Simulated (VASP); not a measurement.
A run of VASP 6.6.1:

File INCAR:

```
SYSTEM = Si4Cl
PREC = Accurate
ENCUT = 600
EDIFF = 1E-7
ISMEAR = 0
SIGMA = 0.1
LREAL = .False.
LASPH = .True.
NELM = 80
ALGO = Normal
ISIF = 3
LWAVE = .False.
LCHARG = .False.
GGA = PE
IBRION = 2
NSW = 90
EDIFFG = -0.04
```

The input KPOINTS:

```
regular mesh
0
Gamma
  4 4 6
  0 0 0
```

The input POSCAR:

```
Si4Cl
1.0
    3.5782451100     -3.8064745700      0.0000000000
    3.5782451100      3.8064745700      0.0000000000
    0.0000000000      0.0000000000      3.1837804900
Si Cl
4 1
Direct
    0.2796676500      0.2796676500      0.0000000000
    0.1815461400      0.8184538600      0.5000000000
    0.8184538600      0.1815461400      0.5000000000
    0.7203323500      0.7203323500      0.0000000000
    0.0000000000      0.0000000000      0.0000000000
```

Potentials or basis: VASP PAW PBE potentials, release 64 (Si, Cl).

Command:

```sh
$ cat potpaw_PBE.64/Si/POTCAR potpaw_PBE.64/Cl/POTCAR > POTCAR
$ mpirun -np 1 vasp_std > vasp.out
```

Hardware: 1 thread of Intel(R) Xeon(R) 6975P-C (Granite Rapids), with other jobs on the host.

Question: Estimate the wall time of this run.

Answer: Wall time 15 min on 1 thread of Intel(R) Xeon(R) 6975P-C (Granite Rapids) (shared host), peak memory 0.23 GiB. Counts: scf iterations 391, k points 28, ion steps 41.
